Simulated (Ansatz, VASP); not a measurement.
**Two plane-wave programs on Y4I**

INCAR

```
  ALGO = Normal
  EDIFF = 1E-6
  ENCUT = 520
  GGA = PE
  ISIF = 2
  ISMEAR = 0
  LASPH = T
  LCHARG = F
  LREAL = F
  LWAVE = F
  NBANDS = 34
  NELM = 60
  PREC = Accurate
  SIGMA = 0.1
```

KPOINTS

```
k-points
0
Gamma
  6 6 6
```

File POSCAR:

```
Y4I
1.0
    2.9255809300      1.6890849400      4.8687649300
   -2.9255809300      1.6890849400      4.8687649300
    0.0000000000     -3.3781698800      4.8687649300
Y I
4 1
Direct
    0.5000000000      0.5000000000      0.0000000000
    0.0000000000      0.5000000000      0.5000000000
    0.5000000000      0.0000000000      0.5000000000
    0.5000000000      0.5000000000      0.5000000000
    0.0000000000      0.0000000000      0.0000000000
```

Input for Ansatz:

```yaml
crystal:
  lattice:
    - [2.92558093, 1.68908494, 4.86876493]
    - [-2.92558093, 1.68908494, 4.86876493]
    - [0.0, -3.37816988, 4.86876493]
  atoms:
    - { symbol: "Y", position: [0.5, 0.5, 0.0] }
    - { symbol: "Y", position: [0.0, 0.5, 0.5] }
    - { symbol: "Y", position: [0.5, 0.0, 0.5] }
    - { symbol: "Y", position: [0.5, 0.5, 0.5] }
    - { symbol: I, position: [0.0, 0.0, 0.0] }
basis:
  ecutwfc: 420
kpoints:
  mp_grid: { grid: [6, 6, 6] }
hamiltonian:
  xc: pbe
scf:
  occupations: { method: gaussian, width: 0.1 }
  lower_state_search: "off"
output:
  forces: true
  stress: true
  eigenvalues: true
```

Alike in both runs: task single point; functional PBE; k mesh 6 × 6 × 6; occupations gaussian, width 0.1 eV; no spin polarisation.

|  | VASP | Ansatz |
| --- | --- | --- |
| version | VASP 6.6.1 | Ansatz 0.2.0 |
| potentials or method | VASP PAW PBE potentials, release 64 (Y_sv, I), cutoff 520 eV | scalar-relativistic, plane waves, PAW |
| valence electrons in the cell | 51 | 61 |

|  | VASP | Ansatz | Ansatz less VASP |
| --- | --- | --- | --- |
| gap on the k mesh at the Fermi level (eV) | none | none | - |
| pressure (GPa) | 16.9 | 17.0 | +0.06 |
| traceless stress, the component that is largest in VASP (GPa) | -4.90 | -4.92 | -0.021 |

A gap of «none» marks a metal or a gap that the smearing closes. The functional is the same, so the differences come from potentials, cutoffs and numerics. VASP's potentials hold 51 valence electrons a cell and Ansatz's 61, so a difference there can come from the potentials and not from the codes.

Neither program's run includes spin-orbit coupling.
